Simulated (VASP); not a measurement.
# C (Fmmm) in VASP: notebook

C is run at these levels: PBEsol; tasks: single point.

Program: VASP 6.6.1. These are calculated values, not measurements. Logs are shortened: lines on timing, memory, paths and dates and some standing lists are left out, and cuts for length are marked.

### 1 The cell of the first run

It takes space group Fmmm (No. 69, orthorhombic). The conventional cell has a = 2.448 Å, b = 4.430 Å, c = 6.468 Å, α = 90.00°, β = 90.00°, γ = 90.00°. C (site symmetry m2m) has 3 C at 1.41 to 1.46 Å within 1.9 Å.

### 2 Single point, PBEsol (strained)

File INCAR:

```
PREC = Accurate
ENCUT = 520
EDIFF = 1E-6
ISMEAR = 0
SIGMA = 0.02
LREAL = False
LASPH = True
NELM = 80
ALGO = Normal
ISIF = 2
LWAVE = False
LCHARG = True
GGA = PS
LELF = True
LVHAR = True
NBANDS = 11
```

File KPOINTS:

```
regular mesh
0
Gamma
  14 14 14
```

File POSCAR:

```
C
1.0
    0.0000000000      2.2148025600      3.2337662400
    1.2239353200      0.0000000000      3.2337662400
    1.2239353200      2.2148025600      0.0000000000
C
2
Direct
    0.1596178138      0.8403821862      0.1596178138
    0.8403821862      0.1596178138      0.8403821862
```

Potentials or basis: VASP PAW PBE potentials, release 64 (C).

Command:

```console
$ cat potpaw_PBE.64/C/POTCAR > POTCAR
$ mpirun -np 1 vasp_std > vasp.out
```

OUTCAR:

```text
PREC = Accurate
   ENCUT = 520
   EDIFF = 1E-6
   ISMEAR = 0
   LREAL = False
   LASPH = True
   NELM = 80
   ISIF = 2
   GGA = PS

 ion  position               nearest neighbor table
   1  0.160  0.840  0.160-   2 1.41   2 1.46   2 1.46
   2  0.840  0.160  0.840-   1 1.41   1 1.46   1 1.46

  LATTYP: Found a face centered orthorhombic cell.
 ALAT       =     2.4478706400
 B/A-ratio  =     1.8095748393
 C/A-ratio  =     2.6421054995

  Lattice vectors:

 A1 = (   0.0000000000,   2.2148025600,   3.2337662400)
 A2 = (   1.2239353200,   0.0000000000,   3.2337662400)
 A3 = (   1.2239353200,   2.2148025600,   0.0000000000)

Analysis of symmetry for initial positions (statically):
=====================================================================
 Subroutine PRICEL returns:
 Original cell was already a primitive cell.

 Routine SETGRP: Setting up the symmetry group for a
 face centered orthorhombic supercell.

 Subroutine GETGRP returns: Found  8 space group operations
 (whereof  8 operations were pure point group operations)
 out of a pool of  8 trial point group operations.

The static configuration has the point symmetry D_2h.

Analysis of symmetry for dynamics (positions and initial velocities):
=====================================================================
 Subroutine PRICEL returns:
 Original cell was already a primitive cell.

 Routine SETGRP: Setting up the symmetry group for a
 face centered orthorhombic supercell.

 Subroutine GETGRP returns: Found  8 space group operations
 (whereof  8 operations were pure point group operations)
 out of a pool of  8 trial point group operations.

The dynamic configuration has the point symmetry D_2h.

 Subroutine INISYM returns: Found  8 space group operations
 (whereof  8 operations are pure point group operations),
 and found     1 'primitive' translations

----------------------------------------------------------------------------------------

                                     Primitive cell

  volume of cell :      17.5320

  direct lattice vectors                    reciprocal lattice vectors
     0.000000000  2.214802560  3.233766240    -0.408518319  0.225753757  0.154618474
     1.223935320  0.000000000  3.233766240     0.408518319 -0.225753757  0.154618474
     1.223935320  2.214802560  0.000000000     0.408518319  0.225753757 -0.154618474

  length of vectors
     3.919514571  3.457638177  2.530487709     0.491689789  0.491689789  0.491689789

  position of ions in fractional coordinates (direct lattice)
     0.159617814  0.840382186  0.159617814
     0.840382186  0.159617814  0.840382186

  ion indices of the primitive-cell ions
   primitive index   ion index
                 1           1
                 2           2

----------------------------------------------------------------------------------------

 KPOINTS: regular mesh

Automatic generation of k-mesh.
 Grid dimensions read from file:
 generate k-points for:   14   14   14

 Generating k-lattice:

  Cartesian coordinates                     Fractional coordinates (reciprocal lattice)
    -0.029179880  0.016125268  0.011044177     0.071428571  0.000000000  0.000000000
     0.029179880 -0.016125268  0.011044177    -0.000000000  0.071428571 -0.000000000
     0.029179880  0.016125268 -0.011044177     0.000000000  0.000000000  0.071428571

  Length of vectors
     0.035120699  0.035120699  0.035120699

  Shift w.r.t. Gamma in fractional coordinates (k-lattice)
     0.000000000  0.000000000  0.000000000

 Subroutine IBZKPT returns following result:
 ===========================================

 Found    428 irreducible k-points:

 Following reciprocal coordinates:
            Coordinates               Weight
  0.000000  0.000000  0.000000      1.000000
  0.071429  0.000000  0.000000      8.000000
  0.142857  0.000000  0.000000      8.000000
  0.214286  0.000000  0.000000      8.000000
  0.285714  0.000000  0.000000      8.000000
  0.357143  0.000000  0.000000      8.000000
[... 16 lines left out ...]
  0.214286  0.142857  0.000000      8.000000
  0.285714  0.142857  0.000000      8.000000
 [... further k-points ...]
   k-points           NKPTS =    428   k-points in BZ     NKDIM =    428   number of bands    NBANDS=     11
   number of dos      NEDOS =    301   number of ions     NIONS =      2
   total plane-waves  NPLWV =  16800
   dimension x,y,z NGX =    30 NGY =   28 NGZ =   20
   dimension x,y,z NGXF=    60 NGYF=   56 NGZF=   40
   ions per type =               2
   NGX,Y,Z   is equivalent  to a cutoff of  12.72, 13.46, 13.14 a.u.
   NGXF,Y,Z  is equivalent  to a cutoff of  25.45, 26.93, 26.28 a.u.
 SYSTEM =  unknown system
   PREC   = accura    normal or accurate (medium, high low for compatibility)
   ISTART =      0    job   : 0-new  1-cont  2-samecut
   ICHARG =      2    charge: 1-file 2-atom 10-const
   ISPIN  =      1    spin polarized calculation?
   LNONCOLLINEAR =      F non collinear calculations
   LSORBIT =      F    spin-orbit coupling
   LASPH  =      T    aspherical Exc in radial PAW
   ENCUT  =  520.0 eV  38.22 Ry    6.18 a.u.   7.29  6.43  4.71*2*pi/ulx,y,z
   NELM   =     80;   NELMIN=  2; NELMDL= -5     # of ELM steps
   EDIFF  = 0.1E-05   stopping-criterion for ELM
   LREAL  =      F    real-space projection
   EDIFFG = 0.1E-04   stopping-criterion for IOM
   NSW    =      0    number of steps for IOM
   IBRION =     -1    ionic relax: 0-MD 1-quasi-New 2-CG
   NFREE  =      0    steps in history (QN), initial steepest desc. (CG)
   ISIF   =      2    stress and relaxation
   ISYM   =      2    0-nonsym 1-usesym 2-fastsym
   POTIM  = 0.5000    time-step for ionic-motion
   TEBEG  =    0.0;   TEEND  =   0.0 temperature during run
   PSTRESS=    0.0 pullay stress
   NELECT =       8.0000    total number of electrons
   NUPDOWN=      -1.0000    fix difference up-down
   EMIN   =  10.00;   EMAX   =-10.00  energy-range for DOS
   EFERMI =   0.00;   METHOD = LEGACY
   ISMEAR =     0;   SIGMA  =   0.02  broadening in eV -4-tet -1-fermi 0-gaus
   EFERMI_NEDOS =   21; number of points for ismear=-14 and -15
   IALGO  =     38    algorithm
   IMIX   =      4    mixing-type and parameters
     AMIX     =   0.40;   BMIX     =  1.00
     AMIX_MAG =   1.60;   BMIX_MAG =  1.00
  volume/ion in A,a.u.               =       8.77        59.16
  Fermi-wavevector in a.u.,A,eV,Ry     =   1.260359  2.381732 21.612906  1.588504
  Thomas-Fermi vector in A             =   2.393872
   LORBIT       =      0    0 simple, 1 ext, 2 COOP (PROOUT), +10 PAW based schemes
   GGA     = PS    functional components
   LHFCALC =     F    Hartree Fock is set to
   AEXX    =    0.0000 exact exchange contribution
   IVDW    =     0    specifies the selected vdW correction
   LEPSILON=     F    determine dielectric tensor
   LRPA    =     F    only Hartree local field effects (RPA)
 non-spin polarized calculation
 Gauss-broadening in eV      SIGMA  =   0.02
  energy-cutoff  :      520.00
  volume of cell :       17.53
 maximum number of plane-waves:       488
 NGX is ok and might be reduce to    30
   NGX = 15   NGY = 13   NGZ =  9

 number of electron       8.0000000 magnetization

 Free energy of the ion-electron system (eV)
  ---------------------------------------------------
  ext. energy  EPLUGINS =         0.00000000
  ---------------------------------------------------
  free energy    TOTEN  =       -19.11384722 eV

  energy without entropy =      -19.11381841  energy(sigma->0) =      -19.11383281

 E-fermi :   4.8371     XC(G=0): -10.7122

 val. band max:        4.8247620437   @ k =  -0.0714   0.4286   0.5000
 cond. band min:       4.8418406866   @ k =  -0.0714   0.2857   0.3571
 fundamental gap:      0.0170786429
 Fermi energy:         4.8371334837

 k-point     1 :       0.0000    0.0000    0.0000
  band No.  band energies     occupation
      1     -14.6446      2.00000
      2      -1.3417      2.00000
      3       0.6959      2.00000
      4       2.7671      2.00000
      5       9.2186      0.00000
      6      12.0993      0.00000
      7      13.3027      0.00000
      8      15.5415      0.00000
      9      16.4190      0.00000
     10      26.4722      0.00000
     11      30.7014      0.00000

 k-point     2 :       0.0714    0.0000    0.0000
  band No.  band energies     occupation
      1     -14.5175      2.00000
      2      -1.2478      2.00000
      3       0.4461      2.00000
      4       2.2895      2.00000
      5       9.4351      0.00000
      6      12.1644      0.00000
      7      13.6963      0.00000
      8      15.1428      0.00000
      9      16.7285      0.00000
     10      26.8882      0.00000
     11      28.8859      0.00000

 k-point     3 :       0.1429    0.0000    0.0000
  band No.  band energies     occupation
      1     -14.1377      2.00000
      2      -0.9630      2.00000
      3      -0.2662      2.00000
      4       1.1337      2.00000
      5      10.0737      0.00000
      6      12.1276      0.00000
      7      14.0378      0.00000
      8      14.8597      0.00000
      9      17.6738      0.00000
     10      26.1961      0.00000
     11      27.9945      0.00000

 k-point     4 :       0.2143    0.0000    0.0000
  band No.  band energies     occupation
      1     -13.5099      2.00000
      2      -1.5067      2.00000
      3      -0.4806      2.00000
      4      -0.0594      2.00000
      5      11.0614      0.00000
      6      11.9061      0.00000
      7      12.4663      0.00000
      8      16.5855      0.00000
      9      19.1174      0.00000
     10      24.0022      0.00000
     11      27.8647      0.00000
[... 239 lines left out ...]
 k-point    22 :       0.1429    0.1429    0.0000
  band No.  band energies     occupation
      1     -14.5716      2.00000
      2      -1.9036      2.00000
      3       0.7017      2.00000
      4       2.7557      2.00000
      5      10.3184      0.00000
      6      12.0737      0.00000
      7      13.3281      0.00000
      8      15.5572      0.00000
      9      16.3816      0.00000
     10      26.3536      0.00000
     11      30.3513      0.00000

 k-point    23 :       0.2143    0.1429    0.0000
  band No.  band energies     occupation
      1     -14.4122      2.00000
      2      -2.0236      2.00000
      3       0.4534      2.00000
      4       2.2701      2.00000
      5      11.0016      0.00000
      6      12.1355      0.00000
      7      13.7358      0.00000
      8      15.1862      0.00000
      9      16.6637      0.00000
     10      26.6662      0.00000
     11      29.0935      0.00000

 k-point    24 :       0.2857    0.1429    0.0000
  band No.  band energies     occupation
      1     -14.0067      2.00000
      2      -1.8789      2.00000
      3      -0.2655      2.00000
      4       1.1058      2.00000
      5      11.8587      0.00000
      6      12.2534      0.00000
      7      14.1381      0.00000
      8      14.9312      0.00000
      9      17.5546      0.00000
     10      26.4905      0.00000
     11      27.9179      0.00000

 [... further k-points ...]
[... 5 lines left out ...]
  --------------------------------------------------------------------------------------
  -------------------------------------------------------------------------------------
  Total       -0.5228431     -3.8936516      0.3615545     -0.0000000      0.0000000      0.0000000
  in kB      -47.7804056   -355.8242749     33.0409335     -0.0000000      0.0000000      0.0000000
  external PRESSURE =    -123.5212490 kB  Pullay stress =       0.0000000 kB

 VOLUME and BASIS-vectors are now :
 -----------------------------------------------------------------------------
  energy-cutoff  :      520.00
  volume of cell :       17.53
      direct lattice vectors                 reciprocal lattice vectors
     0.000000000  2.214802560  3.233766240    -0.408518319  0.225753757  0.154618474
     1.223935320  0.000000000  3.233766240     0.408518319 -0.225753757  0.154618474
     1.223935320  2.214802560  0.000000000     0.408518319  0.225753757 -0.154618474

 POSITION                                       TOTAL-FORCE (eV/Angst)
 -----------------------------------------------------------------------------------
      1.22394      0.70704      3.23377         0.000000      2.697469      0.000000
      1.22394      3.72256      3.23377         0.000000     -2.697469      0.000000
 -----------------------------------------------------------------------------------
    total drift:                               -0.000000     -0.000000     -0.000000

  FREE ENERGIE OF THE ION-ELECTRON SYSTEM (eV)
  ---------------------------------------------------
  free  energy   TOTEN  =       -19.1138472199 eV

  energy  without entropy=      -19.1138184085  energy(sigma->0) =      -19.11383281
```

It took 68 s on 1 thread of Intel Xeon Platinum 8488C (Sapphire Rapids), shared host; peak memory 0.18 GiB.

Results:

```yaml
Free_energy: -19.1138 eV
Pressure: -12.4 GPa
Largest_force: 2.697 eV/Å
Band_gap_on_the_k_mesh: zero (band 4 reaches 5.04 eV, above the bottom of band 5 at 4.74 eV)
```

Forces in eV/Å, atoms in the order of the input:
```
C    0.000  2.697  0.000
C    0.000 -2.697  0.000
```

Levels at points of the mesh, in eV from the Fermi level:
```
           k point  band 2  band 3  band 4  band 5  band 6  band 7
(0.00, 0.00, 0.00)   -6.18   -4.14   -2.07    4.38    7.26    8.47
(0.50, 0.00, 0.00)  -12.87   -6.79   -2.47    1.74    6.07   12.16
(0.50, 0.50, 0.00)   -8.64   -4.11   -2.13    7.13    8.62   10.76
(0.50, 0.00, 0.50)  -13.67   -5.47   -1.35    1.83    8.26   10.70
(0.00, 0.50, 0.50)  -13.42   -5.56   -3.28   -0.09    7.72   13.98
```

Caveat: the cell differs from its parent crystal (strained); the PAW data sets were made with another functional, which shifts forces and pressure a little.

### 3 Single point, PBEsol (strained and its atoms moved)

File INCAR:

```
SYSTEM = C
ALGO = Normal
EDIFF = 1E-6
ENCUT = 520
GGA = PS
ISIF = 2
ISMEAR = 0
LASPH = .TRUE.
LCHARG = .FALSE.
LREAL = .FALSE.
LWAVE = .FALSE.
NBANDS = 11
NELM = 60
PREC = Accurate
SIGMA = 0.02
```

File KPOINTS:

```
k-points
0
G
  14 14 14
  0 0 0
```

File POSCAR:

```
C
1.0
    0.0000000000      2.1195342300      3.5944462800
    1.2763463600      0.0000000000      3.5944462800
    1.2763463600      2.1195342300      0.0000000000
C
2
Direct
    0.1431627127      0.8568372873      0.1431627127
    0.8568372873      0.1431627127      0.8568372873
```

Potentials or basis: VASP PAW PBE potentials, release 64 (C).

Command:

```console
$ cat potpaw_PBE.64/C/POTCAR > POTCAR
$ mpirun -np 1 vasp_std > vasp.out
```

It took 47 s on 1 thread of Intel Xeon Platinum 8488C (Sapphire Rapids), shared host; peak memory 0.19 GiB.

The run converged. Its results:

| Quantity | Value |
| --- | --- |
| Free energy | -17.9001 eV |
| Pressure | 14.7 GPa |
| Largest force | 14.049 eV/Å |
| Band gap on the k mesh | zero (band 4 reaches 3.71 eV, above the bottom of band 5 at 2.82 eV) |

Forces in eV/Å, atoms in the order of the input:
```
C     0.000  14.049   0.000
C     0.000 -14.049   0.000
```

Stress tensor (GPa, compression positive):
```
-25.66   0.00   0.00
  0.00  69.83   0.00
  0.00   0.00  -0.11
```

Levels at points of the mesh, in eV from the Fermi level:
```csv
k point,band 1,band 2,band 3,band 4,band 5,band 6,band 7,band 8
"(0.00, 0.00, 0.00)",-19.02,-6.50,-5.12,0.27,4.11,4.28,9.67,11.83
"(0.50, 0.00, 0.00)",-14.78,-11.84,-5.87,-3.03,3.18,6.10,12.10,12.96
"(0.50, 0.50, 0.00)",-18.84,-7.87,-5.09,0.24,4.24,9.02,9.54,11.92
"(0.50, 0.00, 0.50)",-14.53,-12.50,-5.52,0.06,0.57,7.15,10.53,11.71
"(0.00, 0.50, 0.50)",-14.45,-12.36,-5.56,-0.72,-0.63,6.90,13.36,16.30
```

Caveat: the cell differs from its parent crystal (strained and its atoms moved); the PAW data sets were made with another functional, which shifts forces and pressure a little.
